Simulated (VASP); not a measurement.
Crystal: Bi.

```xyz
2
Lattice="3.4174 -3.0686 0.0000 3.4174 3.0686 0.0000 -1.2345 0.0000 3.0500" Properties=species:S:1:pos:R:3 pbc="T T T"
Bi    4.0885    0.0000    2.6150
Bi    1.5117    0.0000    0.4350
```

This cell differs from its parent crystal: volume scaled by 0.94.

Base run:

* Program: VASP 6.6.1
* Functional: PBEsol
* Potentials or basis: VASP PAW PBE potentials, release 64 (Bi_d)
* Cutoff: 520 eV
* k mesh: 6 × 6 × 9
* Occupations: fermi-dirac, width 0.05 eV
* Spin: no spin polarisation

Its results: band gap on the k mesh zero (band 15 reaches 10.67 eV, above the bottom of band 16 at 5.50 eV); pressure 0.6 GPa; largest force 0.033 eV/Å.

Task: The run is repeated on the same cell with these changes: functional from PBEsol to r2SCAN; further incar settings from ALGO = Fast; EDIFF = 1e-06; NBANDS = 22 to ALGO = Normal; EDIFF = 1e-06; NBANDS = 22. What comes out?

Result: Band gap on the k mesh zero (band 15 reaches 10.94 eV, above the bottom of band 16 at 5.49 eV); pressure 2.6 GPa; largest force 0.051 eV/Å.

Caveats: the PAW data sets were made with another functional, which shifts forces and pressure a little; spin-orbit coupling is left out, which moves the levels of the heavy elements.
